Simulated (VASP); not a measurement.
# Mn (P6_3/mmc) in VASP: settings compared, part 2 of 2

VASP 6.6.1. The steps go on from the part before.

## Step 5: Relaxation of cell and atoms, BLYP+D3(BJ), collinear spin, ferromagnetic start

Contents of INCAR:

```
AGGAC    = 1.0          
AGGAX    = 1.0          
ALDAC    = 0.0          
ALDAX    = 1.0          
ALGO     = Fast           # electronic algorithm
EDIFF    = 1E-6           # SCF threshold, eV
EDIFFG   = -0.01          # ionic threshold
ENCUT    = 600            # plane-wave cutoff, eV
GGA      = B5             # functional
IBRION   = 2              # ionic algorithm
ISIF     = 3              # what is computed and relaxed
ISMEAR   = -1             # smearing method
ISPIN    = 2              # spin polarisation
IVDW     = 12             # dispersion correction
LASPH    = T              # aspherical terms in the spheres
LCHARG   = F              # write CHGCAR
LMAXMIX  = 4              # l up to which the mixer works
LORBIT   = 11             # projections on sites
LREAL    = F              # projectors in reciprocal space
LWAVE    = F              # write WAVECAR
MAGMOM   = 4 4            # initial moments
NELM     = 150            # most SCF steps
NSW      = 60             # ionic steps
PREC     = Accurate       # precision mode
SIGMA    = 0.05           # smearing width, eV
VDW_A1   = 0.4298       
VDW_A2   = 4.2359       
VDW_S6   = 1.0          
VDW_S8   = 2.6996
```

Contents of KPOINTS:

```
k-points
0
Gamma
  12 12 7
```

Contents of POSCAR:

```
Mn
1.0
    2.4836457705      0.0000000000      0.0000000000
   -1.2418228853      2.1509003313      0.0000000000
    0.0000000000      0.0000000000      4.0261950000
Mn
2
Direct
    0.3333333333      0.6666666667      0.2500000000
    0.6666666667      0.3333333333      0.7500000000
```

Potentials or basis: VASP PAW PBE potentials, release 64 (Mn_pv).

Command:

```bash
$ cat potpaw_PBE.64/Mn_pv/POTCAR > POTCAR
$ mpirun -np 1 vasp_std > vasp.out
```

OUTCAR:

```text
EDIFF = 1E-6
   EDIFFG = -0.01
   ENCUT = 600
   GGA = B5
   IBRION = 2
   ISIF = 3
   ISMEAR = -1
   ISPIN = 2
   IVDW = 12
   LASPH = T
   LORBIT = 11
   LREAL = F
   NELM = 150
   NSW = 60
   PREC = Accurate
 IVDW          = 12

 ion  position               nearest neighbor table
   1  0.333  0.667  0.250-   2 2.47   2 2.47   2 2.47   2 2.47   2 2.47   2 2.47
   2  0.667  0.333  0.750-   1 2.47   1 2.47   1 2.47   1 2.47   1 2.47   1 2.47

  LATTYP: Found a hexagonal cell.
 ALAT       =     2.4836457705
 C/A-ratio  =     1.6210826229

  Lattice vectors:

 A1 = (   2.4836457705,   0.0000000000,   0.0000000000)
 A2 = (  -1.2418228853,   2.1509003313,   0.0000000000)
 A3 = (   0.0000000000,   0.0000000000,   4.0261950000)

Analysis of symmetry for initial positions (statically):
=====================================================================
 Subroutine PRICEL returns:
 Original cell was already a primitive cell.

 Routine SETGRP: Setting up the symmetry group for a
 hexagonal supercell.

 Subroutine GETGRP returns: Found 24 space group operations
 (whereof 12 operations were pure point group operations)
 out of a pool of 24 trial point group operations.

The static configuration has the point symmetry D_3d.
 The point group associated with its full space group is D_6h.

Analysis of symmetry for dynamics (positions and initial velocities):
=====================================================================
 Subroutine PRICEL returns:
 Original cell was already a primitive cell.

 Routine SETGRP: Setting up the symmetry group for a
 hexagonal supercell.

 Subroutine GETGRP returns: Found 24 space group operations
 (whereof 12 operations were pure point group operations)
 out of a pool of 24 trial point group operations.

The dynamic configuration has the point symmetry D_3d.
 The point group associated with its full space group is D_6h.

Analysis of structural, dynamic, and magnetic symmetry:
=====================================================================
 Subroutine PRICEL returns:
 Original cell was already a primitive cell.

 Routine SETGRP: Setting up the symmetry group for a
 hexagonal supercell.

 Subroutine GETGRP returns: Found 24 space group operations
 (whereof 12 operations were pure point group operations)
 out of a pool of 24 trial point group operations.

The overall configuration has the point symmetry D_3d.
 The point group associated with its full space group is D_6h.

 Subroutine INISYM returns: Found 24 space group operations
 (whereof 12 operations are pure point group operations),
 and found     1 'primitive' translations

----------------------------------------------------------------------------------------

                                     Primitive cell

  volume of cell :      21.5082

  direct lattice vectors                    reciprocal lattice vectors
     2.483645770  0.000000000  0.000000000     0.402633907  0.232460795  0.000000000
    -1.241822885  2.150900331  0.000000000     0.000000000  0.464921589  0.000000000
     0.000000000  0.000000000  4.026195000     0.000000000  0.000000000  0.248373464

  length of vectors
     2.483645770  2.483645771  4.026195000     0.464921589  0.464921589  0.248373464

  position of ions in fractional coordinates (direct lattice)
     0.333333333  0.666666667  0.250000000
     0.666666667  0.333333333  0.750000000

  ion indices of the primitive-cell ions
   primitive index   ion index
                 1           1
                 2           2

[... 33 lines left out ...]
  0.416667  0.000000  0.000000      6.000000
[... 16 lines left out ...]
  0.250000  0.000000  0.142857     12.000000
  0.333333  0.000000  0.142857     12.000000
 [... further k-points ...]
   k-points           NKPTS =     76   k-points in BZ     NKDIM =     76   number of bands    NBANDS=     21
   number of dos      NEDOS =    301   number of ions     NIONS =      2
   total plane-waves  NPLWV =  12800
   dimension x,y,z NGX =    20 NGY =   20 NGZ =   32
   dimension x,y,z NGXF=    40 NGYF=   40 NGZF=   64
   ions per type =               2
   NGX,Y,Z   is equivalent  to a cutoff of  13.39, 13.39, 13.21 a.u.
   NGXF,Y,Z  is equivalent  to a cutoff of  26.77, 26.77, 26.43 a.u.
 SYSTEM =  unknown system
   PREC   = accura    normal or accurate (medium, high low for compatibility)
   ISTART =      0    job   : 0-new  1-cont  2-samecut
   ICHARG =      2    charge: 1-file 2-atom 10-const
   ISPIN  =      2    spin polarized calculation?
   LNONCOLLINEAR =      F non collinear calculations
   LSORBIT =      F    spin-orbit coupling
   LASPH  =      T    aspherical Exc in radial PAW
   ENCUT  =  600.0 eV  44.10 Ry    6.64 a.u.   4.96  4.96  8.04*2*pi/ulx,y,z
   NELM   =    150;   NELMIN=  2; NELMDL= -5     # of ELM steps
   EDIFF  = 0.1E-05   stopping-criterion for ELM
   LREAL  =      F    real-space projection
   EDIFFG = -.1E-01   stopping-criterion for IOM
   NSW    =     60    number of steps for IOM
   IBRION =      2    ionic relax: 0-MD 1-quasi-New 2-CG
   NFREE  =      1    steps in history (QN), initial steepest desc. (CG)
   ISIF   =      3    stress and relaxation
   ISYM   =      2    0-nonsym 1-usesym 2-fastsym
   POTIM  = 0.5000    time-step for ionic-motion
   TEBEG  =    0.0;   TEEND  =   0.0 temperature during run
   PSTRESS=    0.0 pullay stress
   NELECT =      26.0000    total number of electrons
   NUPDOWN=      -1.0000    fix difference up-down
   EMIN   =  10.00;   EMAX   =-10.00  energy-range for DOS
   EFERMI =   0.00;   METHOD = LEGACY
   ISMEAR =    -1;   SIGMA  =   0.05  broadening in eV -4-tet -1-fermi 0-gaus
   EFERMI_NEDOS =   21; number of points for ismear=-14 and -15
   IALGO  =     68    algorithm
   IMIX   =      4    mixing-type and parameters
     AMIX     =   0.40;   BMIX     =  1.00
     AMIX_MAG =   1.60;   BMIX_MAG =  1.00
  volume/ion in A,a.u.               =      10.75        72.57
  Fermi-wavevector in a.u.,A,eV,Ry     =   1.743938  3.295565 41.379665  3.041320
  Thomas-Fermi vector in A             =   2.815914
   LORBIT       =     11    0 simple, 1 ext, 2 COOP (PROOUT), +10 PAW based schemes
   GGA     = B5    functional components
   LHFCALC =     F    Hartree Fock is set to
   AEXX    =    0.0000 exact exchange contribution
   IVDW    =    12    specifies the selected vdW correction
   LEPSILON=     F    determine dielectric tensor
   LRPA    =     F    only Hartree local field effects (RPA)
 conjugate gradient relaxation of ions
 spin polarized calculation
 RMM-DIIS sequential band-by-band and
  energy-cutoff  :      600.00
  volume of cell :       21.51
 maximum number of plane-waves:       744
 NGX is ok and might be reduce to    20
   NGX =  9   NGY =  9   NGZ = 17

--------------------------------------- Ionic step        1  -------------------------------------------

 number of electron      26.0000022 magnetization      -0.0059083

 number of electron      26.0000022 magnetization       0.0006040

 Free energy of the ion-electron system (eV)
  ---------------------------------------------------
  ext. energy  EPLUGINS =         0.00000000
  ---------------------------------------------------
  free energy    TOTEN  =       -15.54396773 eV

  energy without entropy =      -15.52124452  energy(sigma->0) =      -15.53260613

------------------------ aborting loop because EDIFF is reached ----------------------------------------

 Edisp (eV)   -1.76662

 E8    (eV) :    -1.3267
[... 159 lines left out ...]
 number of electron      26.0000018 magnetization      -0.0000003

 number of electron      26.0000018 magnetization       0.0000001

 Free energy of the ion-electron system (eV)
  ---------------------------------------------------
  ext. energy  EPLUGINS =         0.00000000
  ---------------------------------------------------
  free energy    TOTEN  =       -15.51558859 eV

  energy without entropy =      -15.49323157  energy(sigma->0) =      -15.50441008

 E-fermi :  11.1074     XC(G=0): -13.5411

 val. band max:       11.1038136343   @ k =   0.4167   0.1667   0.2857
 cond. band min:      11.1157522812   @ k =   0.0000   0.0000   0.0000
 fundamental gap:      0.0119386469
 Fermi energy:        11.1073998418

 spin component 1

 k-point     1 :       0.0000    0.0000    0.0000
  band No.  band energies     occupation
      1     -37.0336      1.00000
      2     -36.3247      1.00000
      3     -36.3247      1.00000
      4     -36.2111      1.00000
      5     -36.2111      1.00000
      6     -36.1966      1.00000
[... 565 lines left out ...]
     20      23.8818      0.00000
     21      28.7053      0.00000

 [... further k-points ...]

 spin component 2

 k-point     1 :       0.0000    0.0000    0.0000
  band No.  band energies     occupation
      1     -37.0336      1.00000
      2     -36.3247      1.00000
      3     -36.3247      1.00000
      4     -36.2111      1.00000
      5     -36.2111      1.00000
      6     -36.1966      1.00000
[... 600 lines left out ...]
  FREE ENERGIE OF THE ION-ELECTRON SYSTEM (eV)
  ---------------------------------------------------
  free  energy   TOTEN  =       -17.3173758186 eV

  energy  without entropy=      -17.2950187986  energy(sigma->0) =      -17.30619731

 reached required accuracy - stopping structural energy minimisation

 total charge

# of ion       s       p       d       tot
------------------------------------------
    1        0.431   6.402   5.235  12.068
    2        0.431   6.402   5.235  12.068
--------------------------------------------------
tot          0.862  12.804  10.470  24.136

 magnetization (x)

# of ion       s       p       d       tot
------------------------------------------
    1        0.000   0.000  -0.000  -0.000
    2        0.000   0.000  -0.000  -0.000
--------------------------------------------------
tot          0.000   0.000  -0.000  -0.000
```

It took 5.3 min on 1 thread of Intel Xeon 8259CL, shared host; peak memory 0.2 GiB.

Results:

| Property | Result |
| --- | --- |
| Free energy | -17.3174 eV |
| Relaxed volume | 10.55 Å³/atom |
| Relaxed cell | a = 2.471 Å, b = 2.471 Å, c = 3.990 Å, α = 90.00°, β = 90.00°, γ = 120.00° |
| Space group after relaxing (to 0.05 Å) | P6_3/mmc (No. 194) |
| Energy gained by relaxing | 3.4 meV/atom |
| Ionic steps | 5 |
| Pressure after relaxing | 0.1 GPa |
| Band gap on the k mesh | zero (filled and empty bands overlap) |
| Net moment | 0.00 μB per cell |
| Valence electrons inside the program's atomic spheres | Mn 12.07 |
| Dispersion energy per atom | -0.901 eV |

Step by step:
| step | energy change (eV) | largest force (eV/Å) | pressure (GPa) | volume (Å³) |
| --- | --- | --- | --- | --- |
| 1 | 0.0000 | 0.0000 | -5.13 | 21.51 |
| 2 | 0.0124 | 0.0000 | 9.70 | 20.45 |
| 3 | -0.0067 | 0.0000 | -0.06 | 21.11 |
| 4 | -0.0067 | 0.0000 | 0.10 | 21.10 |
| 5 | -0.0068 | 0.0000 | 0.08 | 21.10 |

Final structure:
```
Mn
1.0
     2.47137    0.00000    0.00000
    -1.23568    2.14027    0.00000
     0.00000    0.00000    3.98982
Mn
2
Direct
  0.33333 0.66667 0.25000
  0.66667 0.33333 0.75000
```

Caveat: the starting moments collapsed, and a magnetic state may lie lower; the PAW data sets were made with another functional, which shifts forces and pressure a little; pairwise dispersion overbinds metals, which lowers pressure and volume.

## Step 6: The runs side by side

```tsv
level	potentials or basis	fixed moment (μB)	k mesh	cutoff (eV)	second run	pressure (GPa)	moment (μB)
PBE	VASP PAW PBE potentials, release 64 (Mn_pv)	8.0	12 × 12 × 7	520	-	103.0	8.00
PBE	VASP PAW PBE potentials, release 64 (Mn_pv)	9.6	12 × 12 × 7	520	-	157.6	9.60
PBEsol	VASP PAW PBE potentials, release 64 (Mn_sv)	10.0	10 × 10 × 6	600	valence_matched	161.5	10.00
```

Alike in all rows: task single point; spin collinear, ferromagnetic start; cell as given; smearing fermi-dirac 0.05 eV.

Caveats: the total moment is fixed, so each spin has its own Fermi level; the PAW data sets were made with another functional, which shifts forces and pressure a little (some runs).

Total energies depend on the potentials used, so only differences within one code and one set of settings carry meaning.
